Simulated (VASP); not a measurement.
# PbS (sol) (Fm-3m) in VASP: notebook, part 2 of 2

VASP 6.6.1. The steps go on from the part before.

**4. Single point, PBEsol**

This run uses another cell than the first one, of 25.72 Å³/atom, 0.984 times its volume.

Input file INCAR:

```
ALGO = Normal ; EDIFF = 1E-6
ENCUT = 520 ; GGA = PS
ISIF = 2 ; ISMEAR = 0
LASPH = T ; LCHARG = T
LELF = T ; LREAL = F
LVHAR = T ; LWAVE = F
NBANDS = 17 ; NELM = 80
PREC = Accurate ; SIGMA = 0.01
```

Input file KPOINTS:

```
k-points
0
Gamma
  10 10 10
```

Input file POSCAR:

```
PbS
1.0
    0.0000000000      2.9518857612      2.9518857612
    2.9518857612      0.0000000000      2.9518857612
    2.9518857612      2.9518857612      0.0000000000
Pb S
1 1
Direct
    0.0000000000      0.0000000000      0.0000000000
    0.5000000000      0.5000000000      0.5000000000
```

Potentials or basis: VASP PAW PBE potentials, release 64 (Pb_d, S).

Run with:

```
cat potpaw_PBE.64/Pb_d/POTCAR potpaw_PBE.64/S/POTCAR > POTCAR
mpirun -np 1 vasp_std > vasp.out
```

OUTCAR:

```text
EDIFF = 1E-6
   ENCUT = 520
   GGA = PS
   ISIF = 2
   ISMEAR = 0
   LASPH = T
   LREAL = F
   NELM = 80
   PREC = Accurate

 ion  position               nearest neighbor table
   1  0.000  0.000  0.000-   2 2.95   2 2.95   2 2.95   2 2.95   2 2.95   2 2.95
   2  0.500  0.500  0.500-   1 2.95   1 2.95   1 2.95   1 2.95   1 2.95   1 2.95

  LATTYP: Found a face centered cubic cell.
 ALAT       =     5.9037715224

  Lattice vectors:

 A1 = (   0.0000000000,   2.9518857612,   2.9518857612)
 A2 = (   2.9518857612,   0.0000000000,   2.9518857612)
[... 190 lines left out ...]
      6      -7.8570      2.00000
[... 457 lines left out ...]
      4     -10.8430      2.00000
      5     -10.8383      2.00000
      6      -6.5416      2.00000
[... 9 lines left out ...]
     16      16.8519      0.00000
     17      17.4849      0.00000

 [... further k-points ...]
[... 5 lines left out ...]
  --------------------------------------------------------------------------------------
  -------------------------------------------------------------------------------------
  Total       -0.0244868     -0.0244868     -0.0244868     -0.0000000      0.0000000     -0.0000000
  in kB       -0.7626296     -0.7626296     -0.7626296     -0.0000000      0.0000000     -0.0000000
  external PRESSURE =      -0.7626296 kB  Pullay stress =       0.0000000 kB

 VOLUME and BASIS-vectors are now :
 -----------------------------------------------------------------------------
  energy-cutoff  :      520.00
  volume of cell :       51.44
      direct lattice vectors                 reciprocal lattice vectors
     0.000000000  2.951885761  2.951885761    -0.169383249  0.169383249  0.169383249
     2.951885761  0.000000000  2.951885761     0.169383249 -0.169383249  0.169383249
     2.951885761  2.951885761  0.000000000     0.169383249  0.169383249 -0.169383249

 POSITION                                       TOTAL-FORCE (eV/Angst)
 -----------------------------------------------------------------------------------
      0.00000      0.00000      0.00000         0.000000      0.000000      0.000000
      2.95189      2.95189      2.95189        -0.000000      0.000000     -0.000000
 -----------------------------------------------------------------------------------
    total drift:                                0.000000     -0.000000     -0.000000

  FREE ENERGIE OF THE ION-ELECTRON SYSTEM (eV)
  ---------------------------------------------------
  free  energy   TOTEN  =        -9.4568283938 eV

  energy  without entropy=       -9.4568283938  energy(sigma->0) =       -9.45682839
```

OSZICAR:

```text
N       E                     dE             d eps       ncg     rms          rms(c)
DAV:   1     0.158074618933E+03    0.15807E+03   -0.96441E+03  1598   0.124E+03
DAV:   2     0.291862551514E+01   -0.15516E+03   -0.14961E+03  1658   0.316E+02
DAV:   3    -0.953889655369E+01   -0.12458E+02   -0.12372E+02  2112   0.927E+01
DAV:   4    -0.984203267383E+01   -0.30314E+00   -0.30286E+00  2016   0.157E+01
DAV:   5    -0.985193870973E+01   -0.99060E-02   -0.99053E-02  2336   0.278E+00    0.448E+00
DAV:   6    -0.946068064348E+01    0.39126E+00   -0.11066E+00  2533   0.758E+00    0.301E+00
DAV:   7    -0.945715581541E+01    0.35248E-02   -0.10929E-01  1966   0.170E+00    0.162E+00
DAV:   8    -0.945704255890E+01    0.11326E-03   -0.11142E-02  1918   0.108E+00    0.159E-01
DAV:   9    -0.945675893039E+01    0.28363E-03   -0.21227E-03  2548   0.371E-01    0.752E-02
DAV:  10    -0.945682929449E+01   -0.70364E-04   -0.18179E-04  1904   0.792E-02    0.378E-02
DAV:  11    -0.945682833484E+01    0.95965E-06   -0.18903E-05  2245   0.441E-02    0.924E-03
DAV:  12    -0.945682839382E+01   -0.58979E-07   -0.13619E-06  1629   0.157E-02
   1 F= -.94568284E+01 E0= -.94568284E+01  d E =-.194360E-28
```

Wall time 31 s (1 thread of Intel Xeon 6975P-C, shared host); peak memory 0.19 GiB.

Results:

| Property | Result |
| --- | --- |
| Free energy | -9.4568 eV |
| Pressure | -0.1 GPa |
| Band gap on the k mesh | 0.20 eV, direct |

Levels at points of the mesh, in eV from the valence-band top:
```tsv
k point	band 8	band 9	band 10	band 11	band 12	band 13
(0.00, 0.00, 0.00)	-2.26	-2.26	-2.26	5.18	5.18	5.18
(0.50, 0.00, 0.00)	-1.85	-1.85	0.00	0.20	1.85	1.85
(0.50, 0.50, 0.00)	-5.39	-3.57	-3.57	3.64	5.56	5.68
```

Caveat: the PAW data sets were made with another functional, which shifts forces and pressure a little; spin-orbit coupling is left out, which moves the levels of the heavy elements.

**5. Relaxation of cell and atoms, PBEsol**

Input file INCAR:

```
PREC = Accurate
ENCUT = 600
EDIFF = 1E-7
ISMEAR = 0
SIGMA = 0.01
LREAL = False
LASPH = True
NELM = 60
ALGO = Normal
ISIF = 3
LWAVE = False
LCHARG = False
GGA = PS
IBRION = 2
NSW = 100
EDIFFG = -0.002
```

Input file KPOINTS:

```
regular mesh
0
Gamma
  10 10 10
```

Input file POSCAR:

```
PbS
1.0
    0.0000000000      2.9680000000      2.9680000000
    2.9680000000      0.0000000000      2.9680000000
    2.9680000000      2.9680000000      0.0000000000
Pb S
1 1
Direct
    0.0000000000      0.0000000000      0.0000000000
    0.5000000000      0.5000000000      0.5000000000
```

Run with:

```
cat potpaw_PBE.64/Pb_d/POTCAR potpaw_PBE.64/S/POTCAR > POTCAR
mpirun -np 1 vasp_std > vasp.out
```

It took 1.8 min on 1 thread of Intel Xeon 6975P-C, shared host; peak memory 0.23 GiB.

It converged, with:

```yaml
Free_energy: -9.4573 eV
Relaxed_volume: 25.72 Å³/atom
Relaxed_cell: a = 4.175 Å, b = 4.175 Å, c = 4.175 Å, α = 60.00°, β = 60.00°, γ = 60.00°
Space_group_after_relaxing_to_0.05_Å: Fm-3m (No. 225)
Energy_gained_by_relaxing: 1.3 meV/atom
Ionic_steps: 3
Pressure_after_relaxing: 0.0 GPa
Band_gap_on_the_k_mesh: 0.20 eV, direct
```

The path:
| step | energy change (eV) | largest force (eV/Å) | pressure (GPa) | volume (Å³) |
| --- | --- | --- | --- | --- |
| 1 | 0.0000 | 0.0000 | -0.95 | 52.29 |
| 2 | -0.0022 | 0.0000 | 0.38 | 51.12 |
| 3 | -0.0026 | 0.0000 | 0.00 | 51.44 |

Final structure:
```
Pb S
1.0
     0.00000    2.95182    2.95182
     2.95182    0.00000    2.95182
     2.95182    2.95182    0.00000
Pb S
1 1
Direct
  0.00000 0.00000 0.00000
  0.50000 0.50000 0.50000
```

Levels at points of the mesh, in eV from the valence-band top:
| k point | band 8 | band 9 | band 10 | band 11 | band 12 | band 13 |
| --- | --- | --- | --- | --- | --- | --- |
| (0.00, 0.00, 0.00) | -2.26 | -2.26 | -2.26 | 5.18 | 5.18 | 5.18 |
| (0.50, 0.00, 0.00) | -1.85 | -1.85 | 0.00 | 0.20 | 1.85 | 1.85 |
| (0.50, 0.50, 0.00) | -5.40 | -3.57 | -3.57 | 3.64 | 5.56 | 5.68 |

Caveat: the PAW data sets were made with another functional, which shifts forces and pressure a little; spin-orbit coupling is left out, which moves the levels of the heavy elements. A k mesh can miss the band edges.

**6. Summary**

| task | cell | k mesh | cutoff (eV) | smearing | gap on the mesh (eV) | pressure (GPa) |
| --- | --- | --- | --- | --- | --- | --- |
| single point | a = 4.197 Å, angles 60.0°, 2 atoms | 6 × 6 × 6 | 520 | gaussian 0.1 eV | 0.26 | -1.1 |
| single point | a = 4.175 Å, angles 60.0°, 2 atoms | 10 × 10 × 10 | 520 | gaussian 0.01 eV | 0.20 | -0.1 |
| relaxation of cell and atoms | relaxed from a = 4.197 Å, angles 60.0°, 2 atoms | 10 × 10 × 10 | 600 | gaussian 0.01 eV | 0.20 | 0.0 |

Alike in all rows: level PBEsol; potentials or basis VASP PAW PBE potentials, release 64 (Pb_d, S); no spin polarisation.

Caveats: the PAW data sets were made with another functional, which shifts forces and pressure a little; spin-orbit coupling is left out, which moves the levels of the heavy elements.

Total energies depend on the potentials used, so only differences within one code and one set of settings carry meaning.
